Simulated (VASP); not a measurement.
# Rb in VASP: a series of runs

The runs below take Rb through single point, with PBE+D3(BJ).

Program: VASP 6.6.1. These are calculated values, not measurements. Logs are shortened: lines on timing, memory, paths and dates and some standing lists are left out, and cuts for length are marked.

## (1) The cell of the first run

The structure is cubic, space group Fm-3m (No. 225). Conventional cell: a = 6.697 Å, b = 6.697 Å, c = 6.697 Å, α = 90.00°, β = 90.00°, γ = 90.00°.

This isn't the form of Rb at room conditions, which is bcc.

## (2) Single point, PBE+D3(BJ) (strain -0.080 along x and y, -0.080 along z)

The input, INCAR:

```
SYSTEM = Rb
ALGO = Normal
EDIFF = 1E-6
ENCUT = 520
GGA = PE
ISIF = 2
ISMEAR = 0
IVDW = 12
LASPH = .True.
LCHARG = .False.
LREAL = .False.
LWAVE = .False.
NBANDS = 10
NELM = 100
PREC = Accurate
SIGMA = 0.15
```

The input, KPOINTS:

```
k-points
0
Gamma
  12 12 12
  0 0 0
```

The input, POSCAR:

```
Rb
1.0
    0.0000000000      3.3486938964      3.3486938964
    3.3486938964      0.0000000000      3.3486938964
    3.3486938964      3.3486938964      0.0000000000
Rb
1
Direct
    0.0000000000      0.0000000000      0.0000000000
```

Potentials or basis: VASP PAW PBE potentials, release 64 (Rb_sv).

Launch:

```console
cat potpaw_PBE.64/Rb_sv/POTCAR > POTCAR
mpirun -np 1 vasp_std > vasp.out
```

OUTCAR:

```text
SYSTEM = Rb
   EDIFF = 1E-6
   ENCUT = 520
   GGA = PE
   ISIF = 2
   ISMEAR = 0
   IVDW = 12
   LASPH = .True.
   LREAL = .False.
   NELM = 100
   PREC = Accurate
 IVDW          = 12

 ion  position               nearest neighbor table
   1  0.000  0.000  0.000-

  LATTYP: Found a face centered cubic cell.
 ALAT       =     6.6973877928

  Lattice vectors:

 A1 = (   0.0000000000,   3.3486938964,   3.3486938964)
 A2 = (   3.3486938964,   0.0000000000,   3.3486938964)
 A3 = (   3.3486938964,   3.3486938964,   0.0000000000)

Analysis of symmetry for initial positions (statically):
=====================================================================
 Subroutine PRICEL returns:
 Original cell was already a primitive cell.

 Routine SETGRP: Setting up the symmetry group for a
 face centered cubic supercell.

 Subroutine GETGRP returns: Found 48 space group operations
 (whereof 48 operations were pure point group operations)
 out of a pool of 48 trial point group operations.

The static configuration has the point symmetry O_h .

Analysis of symmetry for dynamics (positions and initial velocities):
=====================================================================
 Subroutine PRICEL returns:
 Original cell was already a primitive cell.

 Routine SETGRP: Setting up the symmetry group for a
 face centered cubic supercell.

 Subroutine GETGRP returns: Found 48 space group operations
 (whereof 48 operations were pure point group operations)
 out of a pool of 48 trial point group operations.

The dynamic configuration has the point symmetry O_h .

 Subroutine INISYM returns: Found 48 space group operations
 (whereof 48 operations are pure point group operations),
 and found     1 'primitive' translations

----------------------------------------------------------------------------------------

                                     Primitive cell

  volume of cell :      75.1028

  direct lattice vectors                    reciprocal lattice vectors
     0.000000000  3.348693896  3.348693896    -0.149311945  0.149311945  0.149311945
     3.348693896  0.000000000  3.348693896     0.149311945 -0.149311945  0.149311945
     3.348693896  3.348693896  0.000000000     0.149311945  0.149311945 -0.149311945

  length of vectors
     4.735768325  4.735768325  4.735768325     0.258615875  0.258615875  0.258615875

  position of ions in fractional coordinates (direct lattice)
     0.000000000  0.000000000  0.000000000

  ion indices of the primitive-cell ions
   primitive index   ion index
                 1           1

----------------------------------------------------------------------------------------

 KPOINTS: k-points

Automatic generation of k-mesh.
 Grid dimensions read from file:
 generate k-points for:   12   12   12

 Generating k-lattice:

  Cartesian coordinates                     Fractional coordinates (reciprocal lattice)
    -0.012442662  0.012442662  0.012442662     0.083333333  0.000000000  0.000000000
     0.012442662 -0.012442662  0.012442662     0.000000000  0.083333333  0.000000000
     0.012442662  0.012442662 -0.012442662     0.000000000  0.000000000  0.083333333

  Length of vectors
     0.021551323  0.021551323  0.021551323

  Shift w.r.t. Gamma in fractional coordinates (k-lattice)
     0.000000000  0.000000000  0.000000000

 Subroutine IBZKPT returns following result:
 ===========================================

 Found     72 irreducible k-points:

 Following reciprocal coordinates:
            Coordinates               Weight
  0.000000  0.000000  0.000000      1.000000
  0.083333  0.000000  0.000000      8.000000
  0.166667  0.000000  0.000000      8.000000
  0.250000  0.000000  0.000000      8.000000
  0.333333  0.000000  0.000000      8.000000
  0.416667  0.000000  0.000000      8.000000
[... 16 lines left out ...]
  0.500000  0.166667  0.000000     24.000000
 -0.416667  0.166667  0.000000     24.000000
 [... further k-points ...]
   k-points           NKPTS =     72   k-points in BZ     NKDIM =     72   number of bands    NBANDS=     10
   number of dos      NEDOS =    301   number of ions     NIONS =      1
   total plane-waves  NPLWV =  46656
   dimension x,y,z NGX =    36 NGY =   36 NGZ =   36
   dimension x,y,z NGXF=    72 NGYF=   72 NGZF=   72
   ions per type =               1
   NGX,Y,Z   is equivalent  to a cutoff of  12.64, 12.64, 12.64 a.u.
   NGXF,Y,Z  is equivalent  to a cutoff of  25.28, 25.28, 25.28 a.u.
 SYSTEM =  Rb
   PREC   = accura    normal or accurate (medium, high low for compatibility)
   ISTART =      0    job   : 0-new  1-cont  2-samecut
   ICHARG =      2    charge: 1-file 2-atom 10-const
   ISPIN  =      1    spin polarized calculation?
   LNONCOLLINEAR =      F non collinear calculations
   LSORBIT =      F    spin-orbit coupling
   LASPH  =      T    aspherical Exc in radial PAW
   ENCUT  =  520.0 eV  38.22 Ry    6.18 a.u.   8.81  8.81  8.81*2*pi/ulx,y,z
   NELM   =    100;   NELMIN=  2; NELMDL= -5     # of ELM steps
   EDIFF  = 0.1E-05   stopping-criterion for ELM
   LREAL  =      F    real-space projection
   EDIFFG = 0.1E-04   stopping-criterion for IOM
   NSW    =      0    number of steps for IOM
   IBRION =     -1    ionic relax: 0-MD 1-quasi-New 2-CG
   NFREE  =      0    steps in history (QN), initial steepest desc. (CG)
   ISIF   =      2    stress and relaxation
   ISYM   =      2    0-nonsym 1-usesym 2-fastsym
   POTIM  = 0.5000    time-step for ionic-motion
   TEBEG  =    0.0;   TEEND  =   0.0 temperature during run
   PSTRESS=    0.0 pullay stress
   NELECT =       9.0000    total number of electrons
   NUPDOWN=      -1.0000    fix difference up-down
   EMIN   =  10.00;   EMAX   =-10.00  energy-range for DOS
   EFERMI =   0.00;   METHOD = LEGACY
   ISMEAR =     0;   SIGMA  =   0.15  broadening in eV -4-tet -1-fermi 0-gaus
   EFERMI_NEDOS =   21; number of points for ismear=-14 and -15
   IALGO  =     38    algorithm
   IMIX   =      4    mixing-type and parameters
     AMIX     =   0.40;   BMIX     =  1.00
     AMIX_MAG =   1.60;   BMIX_MAG =  1.00
  volume/ion in A,a.u.               =      75.10       506.82
  Fermi-wavevector in a.u.,A,eV,Ry     =   0.807118  1.525231  8.863366  0.651439
  Thomas-Fermi vector in A             =   1.915677
   LORBIT       =      0    0 simple, 1 ext, 2 COOP (PROOUT), +10 PAW based schemes
   GGA     = PE    functional components
   LHFCALC =     F    Hartree Fock is set to
   AEXX    =    0.0000 exact exchange contribution
   IVDW    =    12    specifies the selected vdW correction
   LEPSILON=     F    determine dielectric tensor
   LRPA    =     F    only Hartree local field effects (RPA)
 non-spin polarized calculation
 Gauss-broadening in eV      SIGMA  =   0.15
  energy-cutoff  :      520.00
  volume of cell :       75.10
 maximum number of plane-waves:      2085
   NGX = 17   NGY = 17   NGZ = 17

 number of electron       9.0000000 magnetization

 Free energy of the ion-electron system (eV)
  ---------------------------------------------------
  ext. energy  EPLUGINS =         0.00000000
  ---------------------------------------------------
  free energy    TOTEN  =        -0.90816450 eV

  energy without entropy =       -0.89842841  energy(sigma->0) =       -0.90329646

 E-fermi :   0.4847     XC(G=0):  -5.9512

 val. band max:        0.4474412829   @ k =   0.5000   0.2500   0.0833
 cond. band min:       0.5746412552   @ k =   0.5000   0.3333   0.0833
 fundamental gap:      0.1271999724
 Fermi energy:         0.4847352802

 k-point     1 :       0.0000    0.0000    0.0000
  band No.  band energies     occupation
      1     -28.3314      2.00000
      2     -12.3471      2.00000
      3     -12.3471      2.00000
      4     -12.3471      2.00000
      5      -1.7461      2.00000
      6       4.2408      0.00000
      7       4.2408      0.00000
      8       4.2408      0.00000
      9       5.7779      0.00000
     10       5.7779      0.00000

 k-point     2 :       0.0833    0.0000    0.0000
  band No.  band energies     occupation
      1     -28.3308      2.00000
      2     -12.3598      2.00000
      3     -12.3487      2.00000
      4     -12.3487      2.00000
      5      -1.6530      2.00000
      6       4.0015      0.00000
      7       4.2835      0.00000
      8       4.2835      0.00000
      9       5.6677      0.00000
     10       5.6677      0.00000

 k-point     3 :       0.1667    0.0000    0.0000
  band No.  band energies     occupation
      1     -28.3290      2.00000
      2     -12.3940      2.00000
      3     -12.3531      2.00000
      4     -12.3531      2.00000
      5      -1.3815      2.00000
      6       3.4806      0.00000
      7       4.3585      0.00000
      8       4.3585      0.00000
      9       5.5074      0.00000
     10       5.5074      0.00000

 k-point     4 :       0.2500    0.0000    0.0000
  band No.  band energies     occupation
      1     -28.3266      2.00000
      2     -12.4399      2.00000
      3     -12.3591      2.00000
      4     -12.3591      2.00000
      5      -0.9552      2.00000
      6       2.8867      0.00000
      7       4.3237      0.00000
      8       4.3237      0.00000
      9       5.5949      0.00000
     10       5.5949      0.00000
[... 222 lines left out ...]
 k-point    22 :       0.4167    0.1667    0.0000
  band No.  band energies     occupation
      1     -28.3223      2.00000
      2     -12.4913      2.00000
      3     -12.3884      2.00000
      4     -12.3813      2.00000
      5       0.0602      1.99994
      6       2.1465      0.00000
      7       3.4019      0.00000
      8       4.3610      0.00000
      9       5.4862      0.00000
     10       6.7583      0.00000

 k-point    23 :       0.5000    0.1667    0.0000
  band No.  band energies     occupation
      1     -28.3210      2.00000
      2     -12.5104      2.00000
      3     -12.3980      2.00000
      4     -12.3814      2.00000
      5       0.6594      0.09957
      6       1.5904      0.00000
      7       3.2994      0.00000
      8       4.2701      0.00000
      9       5.7530      0.00000
     10       6.9131      0.00000

 k-point    24 :      -0.4167    0.1667    0.0000
  band No.  band energies     occupation
      1     -28.3209      2.00000
      2     -12.5119      2.00000
      3     -12.4040      2.00000
      4     -12.3777      2.00000
      5       0.8405      0.00080
      6       1.4323      0.00000
      7       3.2433      0.00000
      8       4.2467      0.00000
      9       6.0052      0.00000
     10       6.4401      0.00000

 [... further k-points ...]

------------------------ aborting loop because EDIFF is reached ----------------------------------------

 Edisp (eV)   -0.12196

 E8    (eV) :    -0.0694

  FORCE on cell =-STRESS in cart. coord.  units (eV):
  Direction    XX          YY          ZZ          XY          YZ          ZX
  --------------------------------------------------------------------------------------
  -------------------------------------------------------------------------------------
  Total       0.25004     0.25004     0.25004     0.00000    -0.00000    -0.00000
  in kB       5.33411     5.33411     5.33411     0.00000    -0.00000    -0.00000
  external pressure =        5.33 kB  Pullay stress =        0.00 kB

 VOLUME and BASIS-vectors are now :
 -----------------------------------------------------------------------------
  energy-cutoff  :      520.00
  volume of cell :       75.10
      direct lattice vectors                 reciprocal lattice vectors
     0.000000000  3.348693896  3.348693896    -0.149311945  0.149311945  0.149311945
     3.348693896  0.000000000  3.348693896     0.149311945 -0.149311945  0.149311945
     3.348693896  3.348693896  0.000000000     0.149311945  0.149311945 -0.149311945

 POSITION                                       TOTAL-FORCE (eV/Angst)
 -----------------------------------------------------------------------------------
      0.00000      0.00000      0.00000         0.000000      0.000000      0.000000
 -----------------------------------------------------------------------------------
    total drift:                               -0.000000      0.000000      0.000000

  FREE ENERGIE OF THE ION-ELECTRON SYSTEM (eV)
  ---------------------------------------------------
  free  energy   TOTEN  =        -1.0301274624 eV

  energy  without entropy=       -1.0203913737  energy(sigma->0) =       -1.02525942
```

Run time: 23 s. Hardware: 1 thread of Intel Xeon Platinum 8488C (Sapphire Rapids), shared host; peak memory 0.23 GiB.

Results:

```yaml
Free_energy: -1.0301 eV
Pressure: 0.5 GPa
Band_gap_on_the_k_mesh: zero (an odd number of electrons rules out a gap without spin polarisation)
Dispersion_energy_per_atom: -0.122 eV
```

Caveat: the cell differs from its parent crystal (strain -0.080 along x and y, -0.080 along z).

## (3) Single point, PBE+D3(BJ) (strain +0.080 along x and y, +0.080 along z)

The input, INCAR:

```
ALGO     = Normal         # electronic algorithm
EDIFF    = 1E-6           # SCF threshold, eV
ENCUT    = 520            # plane-wave cutoff, eV
GGA      = PE             # functional
ISIF     = 2              # what is computed and relaxed
ISMEAR   = 0              # smearing method
IVDW     = 12             # dispersion correction
LASPH    = True           # aspherical terms in the spheres
LCHARG   = True           # write CHGCAR
LELF     = True           # ELF
LREAL    = False          # projectors in reciprocal space
LVHAR    = True         
LWAVE    = False          # write WAVECAR
NBANDS   = 10             # bands
NELM     = 80             # most SCF steps
PREC     = Accurate       # precision mode
SIGMA    = 0.15           # smearing width, eV
```

The input, KPOINTS:

```
k-points
0
Gamma
  12 12 12
```

The input, POSCAR:

```
Rb
1.0
    0.0000000000      3.9310754436      3.9310754436
    3.9310754436      0.0000000000      3.9310754436
    3.9310754436      3.9310754436      0.0000000000
Rb
1
Direct
    0.0000000000      0.0000000000      0.0000000000
```

Potentials or basis: VASP PAW PBE potentials, release 64 (Rb_sv).

Launch:

```console
cat potpaw_PBE.64/Rb_sv/POTCAR > POTCAR
mpirun -np 1 vasp_std > vasp.out
```

Run time: 57 s. Hardware: 1 thread of Intel Xeon Platinum 8488C (Sapphire Rapids), shared host; peak memory 0.29 GiB.

The run converged. Its results:

* Free energy: -0.9636 eV
* Pressure: -0.6 GPa
* Band gap on the k mesh: zero (an odd number of electrons rules out a gap without spin polarisation)
* Dispersion energy per atom: -0.075 eV

Levels at points of the mesh, in eV from the Fermi level:
```tsv
k point	band 2	band 3	band 4	band 5	band 6	band 7	band 8	band 9
(0.00, 0.00, 0.00)	-13.14	-13.14	-13.14	-1.61	3.32	3.32	3.32	4.41
(0.50, 0.00, 0.00)	-13.17	-13.15	-13.15	0.15	0.54	3.15	3.15	4.56
(0.50, 0.50, 0.00)	-13.17	-13.15	-13.15	0.71	1.11	1.86	3.65	3.65
```

Caveat: the cell differs from its parent crystal (strain +0.080 along x and y, +0.080 along z).

## (4) Single point, PBE+D3(BJ) (strain -0.040 along x and y, +0.000 along z)

The input, INCAR:

```
PREC = Accurate ; ENCUT = 520
EDIFF = 1E-6 ; ISMEAR = 0
SIGMA = 0.15 ; LREAL = F
LASPH = T ; NELM = 60
ALGO = Fast ; ISIF = 2
LWAVE = F ; LCHARG = F
GGA = PE ; IVDW = 12
NBANDS = 10
```

The input, KPOINTS:

```
regular mesh
0
Gamma
  12 12 12
```

The input, POSCAR:

```
Rb
1.0
    0.0000000000      3.4942892832      3.6398846700
    3.4942892832      0.0000000000      3.6398846700
    3.4942892832      3.4942892832      0.0000000000
Rb
1
Direct
    0.0000000000      0.0000000000      0.0000000000
```

Launch:

```console
cat potpaw_PBE.64/Rb_sv/POTCAR > POTCAR
mpirun -np 1 vasp_std > vasp.out
```

It took 68 s on 1 thread of Intel Xeon Platinum 8488C (Sapphire Rapids), shared host; peak memory 0.33 GiB.

Results (log left out):

* Free energy: -1.0452 eV
* Pressure: -0.1 GPa
* Band gap on the k mesh: zero (an odd number of electrons rules out a gap without spin polarisation)
* Dispersion energy per atom: -0.104 eV

Levels at points of the mesh, in eV from the Fermi level:
| k point | band 2 | band 3 | band 4 | band 5 | band 6 | band 7 | band 8 | band 9 |
| --- | --- | --- | --- | --- | --- | --- | --- | --- |
| (0.00, 0.00, 0.00) | -12.92 | -12.92 | -12.92 | -2.00 | 3.53 | 3.67 | 3.67 | 4.80 |
| (0.50, 0.00, 0.00) | -13.02 | -12.94 | -12.93 | 0.14 | 0.68 | 3.29 | 3.52 | 5.68 |
| (0.50, 0.50, 0.00) | -13.02 | -12.95 | -12.95 | 0.54 | 1.27 | 1.90 | 4.73 | 4.73 |
| (0.50, 0.00, 0.50) | -13.02 | -12.97 | -12.96 | 0.67 | 1.53 | 1.79 | 4.45 | 4.54 |

Caveat: the cell differs from its parent crystal (strain -0.040 along x and y, +0.000 along z).

[end of part 1 of 2]
